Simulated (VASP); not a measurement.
# N (Fm-3m) in VASP: single point with PBEsol

Aim: the single point of N with PBEsol.

Everything below comes from runs of VASP 6.6.1. Logs are shortened: lines on timing, memory, paths and dates and some standing lists are left out, and cuts for length are marked.

**1. The cell of the first run**

Symmetry: Fm-3m, No. 225, cubic system. Conventional cell: a = 4.507 Å, b = 4.507 Å, c = 4.507 Å, α = 90.00°, β = 90.00°, γ = 90.00°. N (site symmetry m-3m) has 12 N at 3.19 Å within 4.2 Å.

**2. Single point, PBEsol**

File INCAR:

```
ALGO     = Normal         # electronic algorithm
EDIFF    = 1E-7           # SCF threshold, eV
ENCUT    = 520            # plane-wave cutoff, eV
GGA      = PS             # functional
ISIF     = 2              # what is computed and relaxed
ISMEAR   = 1              # smearing method
LASPH    = True           # aspherical terms in the spheres
LCHARG   = False          # write CHGCAR
LREAL    = False          # projectors in reciprocal space
LWAVE    = False          # write WAVECAR
NBANDS   = 8              # bands
NELM     = 100            # most SCF steps
PREC     = Accurate       # precision mode
SIGMA    = 0.02           # smearing width, eV
```

File KPOINTS:

```
k-points
0
Gamma
  7 7 7
```

File POSCAR:

```
N
1.0
    0.0000000000      2.2535010000      2.2535010000
    2.2535010000      0.0000000000      2.2535010000
    2.2535010000      2.2535010000      0.0000000000
N
1
Direct
    0.7500000000      0.7500000000      0.7500000000
```

Potentials or basis: VASP PAW PBE potentials, release 64 (N).

The run is started by

```sh
> cat potpaw_PBE.64/N/POTCAR > POTCAR
> mpirun -np 1 vasp_std > vasp.out
```

OUTCAR:

```text
EDIFF = 1E-7
   ENCUT = 520
   GGA = PS
   ISIF = 2
   ISMEAR = 1
   LASPH = True
   LREAL = False
   NELM = 100
   PREC = Accurate

 ion  position               nearest neighbor table
   1  0.750  0.750  0.750-

  LATTYP: Found a face centered cubic cell.
 ALAT       =     4.5070020000

  Lattice vectors:

 A1 = (   0.0000000000,   2.2535010000,   2.2535010000)
 A2 = (   2.2535010000,   0.0000000000,   2.2535010000)
 A3 = (   2.2535010000,   2.2535010000,   0.0000000000)

Analysis of symmetry for initial positions (statically):
=====================================================================
 Subroutine PRICEL returns:
 Original cell was already a primitive cell.

 Routine SETGRP: Setting up the symmetry group for a
 face centered cubic supercell.

 Subroutine GETGRP returns: Found 48 space group operations
 (whereof 24 operations were pure point group operations)
 out of a pool of 48 trial point group operations.

The static configuration has the point symmetry T_d .
 The point group associated with its full space group is O_h .

Analysis of symmetry for dynamics (positions and initial velocities):
=====================================================================
 Subroutine PRICEL returns:
 Original cell was already a primitive cell.

 Routine SETGRP: Setting up the symmetry group for a
 face centered cubic supercell.

 Subroutine GETGRP returns: Found 48 space group operations
 (whereof 24 operations were pure point group operations)
 out of a pool of 48 trial point group operations.

The dynamic configuration has the point symmetry T_d .
 The point group associated with its full space group is O_h .

 Subroutine INISYM returns: Found 48 space group operations
 (whereof 24 operations are pure point group operations),
 and found     1 'primitive' translations

----------------------------------------------------------------------------------------

                                     Primitive cell

  volume of cell :      22.8878

  direct lattice vectors                    reciprocal lattice vectors
     0.000000000  2.253501000  2.253501000    -0.221876982  0.221876982  0.221876982
     2.253501000  0.000000000  2.253501000     0.221876982 -0.221876982  0.221876982
     2.253501000  2.253501000  0.000000000     0.221876982  0.221876982 -0.221876982

  length of vectors
     3.186931677  3.186931677  3.186931677     0.384302205  0.384302205  0.384302205

  position of ions in fractional coordinates (direct lattice)
     0.750000000  0.750000000  0.750000000

  ion indices of the primitive-cell ions
   primitive index   ion index
                 1           1

----------------------------------------------------------------------------------------

 KPOINTS: k-points

Automatic generation of k-mesh.
 Grid dimensions read from file:
 generate k-points for:    7    7    7

 Generating k-lattice:

  Cartesian coordinates                     Fractional coordinates (reciprocal lattice)
    -0.031696712  0.031696712  0.031696712     0.142857143  0.000000000  0.000000000
     0.031696712 -0.031696712  0.031696712     0.000000000  0.142857143  0.000000000
     0.031696712  0.031696712 -0.031696712     0.000000000  0.000000000  0.142857143

  Length of vectors
     0.054900315  0.054900315  0.054900315

  Shift w.r.t. Gamma in fractional coordinates (k-lattice)
     0.000000000  0.000000000  0.000000000

 Subroutine IBZKPT returns following result:
 ===========================================

 Found     20 irreducible k-points:

 Following reciprocal coordinates:
            Coordinates               Weight
  0.000000  0.000000  0.000000      1.000000
  0.142857  0.000000  0.000000      8.000000
  0.285714  0.000000  0.000000      8.000000
  0.428571  0.000000  0.000000      8.000000
  0.142857  0.142857  0.000000      6.000000
  0.285714  0.142857  0.000000     24.000000
[... 12 lines left out ...]
 -0.428571  0.428571  0.142857     24.000000
 -0.285714  0.428571  0.142857     24.000000
   k-points           NKPTS =     20   k-points in BZ     NKDIM =     20   number of bands    NBANDS=      8
   number of dos      NEDOS =    301   number of ions     NIONS =      1
   total plane-waves  NPLWV =  13824
   dimension x,y,z NGX =    24 NGY =   24 NGZ =   24
   dimension x,y,z NGXF=    48 NGYF=   48 NGZF=   48
   ions per type =               1
   NGX,Y,Z   is equivalent  to a cutoff of  12.52, 12.52, 12.52 a.u.
   NGXF,Y,Z  is equivalent  to a cutoff of  25.04, 25.04, 25.04 a.u.
 SYSTEM =  unknown system
   PREC   = accura    normal or accurate (medium, high low for compatibility)
   ISTART =      0    job   : 0-new  1-cont  2-samecut
   ICHARG =      2    charge: 1-file 2-atom 10-const
   ISPIN  =      1    spin polarized calculation?
   LNONCOLLINEAR =      F non collinear calculations
   LSORBIT =      F    spin-orbit coupling
   LASPH  =      T    aspherical Exc in radial PAW
   ENCUT  =  520.0 eV  38.22 Ry    6.18 a.u.   5.93  5.93  5.93*2*pi/ulx,y,z
   NELM   =    100;   NELMIN=  2; NELMDL= -5     # of ELM steps
   EDIFF  = 0.1E-06   stopping-criterion for ELM
   LREAL  =      F    real-space projection
   EDIFFG = 0.1E-05   stopping-criterion for IOM
   NSW    =      0    number of steps for IOM
   IBRION =     -1    ionic relax: 0-MD 1-quasi-New 2-CG
   NFREE  =      0    steps in history (QN), initial steepest desc. (CG)
   ISIF   =      2    stress and relaxation
   ISYM   =      2    0-nonsym 1-usesym 2-fastsym
   POTIM  = 0.5000    time-step for ionic-motion
   TEBEG  =    0.0;   TEEND  =   0.0 temperature during run
   PSTRESS=    0.0 pullay stress
   NELECT =       5.0000    total number of electrons
   NUPDOWN=      -1.0000    fix difference up-down
   EMIN   =  10.00;   EMAX   =-10.00  energy-range for DOS
   EFERMI =   0.00;   METHOD = LEGACY
   ISMEAR =     1;   SIGMA  =   0.02  broadening in eV -4-tet -1-fermi 0-gaus
   EFERMI_NEDOS =   21; number of points for ismear=-14 and -15
   IALGO  =     38    algorithm
   IMIX   =      4    mixing-type and parameters
     AMIX     =   0.40;   BMIX     =  1.00
     AMIX_MAG =   1.60;   BMIX_MAG =  1.00
  volume/ion in A,a.u.               =      22.89       154.45
  Fermi-wavevector in a.u.,A,eV,Ry     =   0.985970  1.863213 13.226727  0.972137
  Thomas-Fermi vector in A             =   2.117316
   LORBIT       =      0    0 simple, 1 ext, 2 COOP (PROOUT), +10 PAW based schemes
   GGA     = PS    functional components
   LHFCALC =     F    Hartree Fock is set to
   AEXX    =    0.0000 exact exchange contribution
   IVDW    =     0    specifies the selected vdW correction
   LEPSILON=     F    determine dielectric tensor
   LRPA    =     F    only Hartree local field effects (RPA)
 non-spin polarized calculation
 Methfessel and Paxton  Order N= 1 SIGMA  =   0.02
  energy-cutoff  :      520.00
  volume of cell :       22.89
 maximum number of plane-waves:       630
   NGX = 11   NGY = 11   NGZ = 11

 number of electron       5.0000001 magnetization

 Free energy of the ion-electron system (eV)
  ---------------------------------------------------
  ext. energy  EPLUGINS =         0.00000000
  ---------------------------------------------------
  free energy    TOTEN  =        -1.72767320 eV

  energy without entropy =       -1.72794190  energy(sigma->0) =       -1.72776277

 E-fermi :  -3.5830     XC(G=0):  -7.6368

 val. band max:       -3.5926167377   @ k =   0.4286   0.2857   0.0000
 cond. band min:      -3.5606090492   @ k =   0.4286   0.2857   0.1429
 fundamental gap:      0.0320076885
 Fermi energy:        -3.5829957566

 k-point     1 :       0.0000    0.0000    0.0000
  band No.  band energies     occupation
      1     -16.1939      2.00000
      2      -2.8110      0.00000
      3      -2.8110      0.00000
      4      -2.8110      0.00000
      5       4.7801      0.00000
      6      17.1622      0.00000
      7      17.1622      0.00000
      8      17.1622      0.00000

 k-point     2 :       0.1429    0.0000    0.0000
  band No.  band energies     occupation
      1     -16.0459      2.00000
      2      -3.3710     -0.00000
      3      -2.8585      0.00000
      4      -2.8585      0.00000
      5       5.4345      0.00000
      6      14.6569      0.00000
      7      17.3076      0.00000
      8      17.3076      0.00000

 k-point     3 :       0.2857    0.0000    0.0000
  band No.  band energies     occupation
      1     -15.6860      2.00000
      2      -4.4905      2.00000
      3      -2.9622      0.00000
      4      -2.9622      0.00000
      5       6.8610      0.00000
      6      12.0700      0.00000
      7      16.8044      0.00000
      8      16.8044      0.00000

 k-point     4 :       0.4286    0.0000    0.0000
  band No.  band energies     occupation
      1     -15.3630      2.00000
      2      -5.3206      2.00000
      3      -3.0424      0.00000
      4      -3.0424      0.00000
      5       8.3314      0.00000
      6      10.2225      0.00000
      7      16.0973      0.00000
      8      16.0973      0.00000

 k-point     5 :       0.1429    0.1429    0.0000
  band No.  band energies     occupation
      1     -15.9970      2.00000
      2      -3.3638     -0.00000
      3      -2.9635      0.00000
      4      -2.9635      0.00000
      5       5.6283      0.00000
      6      14.5467      0.00000
      7      17.1224      0.00000
      8      17.1224      0.00000

 k-point     6 :       0.2857    0.1429    0.0000
  band No.  band energies     occupation
      1     -15.7080      2.00000
      2      -4.1723      2.00000
      3      -3.1019      0.00000
      4      -3.0895      0.00000
      5       6.7389      0.00000
      6      12.6883      0.00000
      7      15.0692      0.00000
      8      17.0118      0.00000

 k-point     7 :       0.4286    0.1429    0.0000
  band No.  band energies     occupation
      1     -15.3666      2.00000
      2      -5.0053      2.00000
      3      -3.2872     -0.00000
      4      -3.1696      0.00000
      5       8.1819      0.00000
      6      10.8125      0.00000
      7      14.0500      0.00000
      8      16.5462      0.00000
[... 89 lines left out ...]
 k-point    16 :      -0.4286    0.4286    0.0000
  band No.  band energies     occupation
      1     -15.0401      2.00000
      2      -4.9895      2.00000
      3      -3.8645      2.00000
      4      -3.5222     -0.00015
      5       8.2698      0.00000
      6      10.9371      0.00000
      7      11.7252      0.00000
      8      17.7249      0.00000

 k-point    17 :       0.4286    0.2857    0.1429
  band No.  band energies     occupation
      1     -15.4257      2.00000
      2      -4.5897      2.00000
      3      -3.5606     -0.06698
      4      -3.1600      0.00000
      5       7.7857      0.00000
      6      11.9423      0.00000
      7      12.8898      0.00000
      8      17.0615      0.00000

 k-point    18 :      -0.4286    0.2857    0.1429
  band No.  band energies     occupation
      1     -15.1809      2.00000
      2      -4.9023      2.00000
      3      -3.8748      2.00000
      4      -3.3089     -0.00000
      5       9.0004      0.00000
      6      10.6430      0.00000
      7      12.3248      0.00000
      8      16.5121      0.00000

 k-point    19 :      -0.4286    0.4286    0.1429
  band No.  band energies     occupation
      1     -15.0854      2.00000
      2      -4.8502      2.00000
      3      -3.8691      2.00000
      4      -3.5987      1.97305
      5       8.5420      0.00000
      6      11.1771      0.00000
      7      11.6672      0.00000
      8      16.6382      0.00000

 k-point    20 :      -0.2857    0.4286    0.1429
  band No.  band energies     occupation
      1     -15.0525      2.00000
      2      -4.5215      2.00000
      3      -4.4061      2.00000
      4      -3.5604     -0.06773
      5       9.0957      0.00000
      6      11.0879      0.00000
      7      11.4891      0.00000
      8      16.1253      0.00000

------------------------ aborting loop because EDIFF is reached ----------------------------------------

  FORCE on cell =-STRESS in cart. coord.  units (eV):
  Direction    XX          YY          ZZ          XY          YZ          ZX
  --------------------------------------------------------------------------------------
  -------------------------------------------------------------------------------------
  Total       -2.3987884     -2.3987884     -2.3987884      0.0000000      0.0000000     -0.0000000
  in kB     -167.9187733   -167.9187733   -167.9187733      0.0000000      0.0000000     -0.0000000
  external PRESSURE =    -167.9187733 kB  Pullay stress =       0.0000000 kB

 VOLUME and BASIS-vectors are now :
 -----------------------------------------------------------------------------
  energy-cutoff  :      520.00
  volume of cell :       22.89
      direct lattice vectors                 reciprocal lattice vectors
     0.000000000  2.253501000  2.253501000    -0.221876982  0.221876982  0.221876982
     2.253501000  0.000000000  2.253501000     0.221876982 -0.221876982  0.221876982
     2.253501000  2.253501000  0.000000000     0.221876982  0.221876982 -0.221876982

 POSITION                                       TOTAL-FORCE (eV/Angst)
 -----------------------------------------------------------------------------------
      3.38025      3.38025      3.38025         0.000000      0.000000      0.000000
 -----------------------------------------------------------------------------------
    total drift:                                0.000000      0.000000      0.000000

  FREE ENERGIE OF THE ION-ELECTRON SYSTEM (eV)
  ---------------------------------------------------
  free  energy   TOTEN  =        -1.7276732007 eV

  energy  without entropy=       -1.7279419047  energy(sigma->0) =       -1.72776277
```

It took 2.7 s on 1 thread of Intel Xeon Platinum 8488C (Sapphire Rapids), shared host; peak memory 0.12 GiB.

Results:

```
Free energy : -1.7277 eV
Pressure    : -16.8 GPa
```

Caveat: the PAW data sets were made with another functional, which shifts forces and pressure a little.
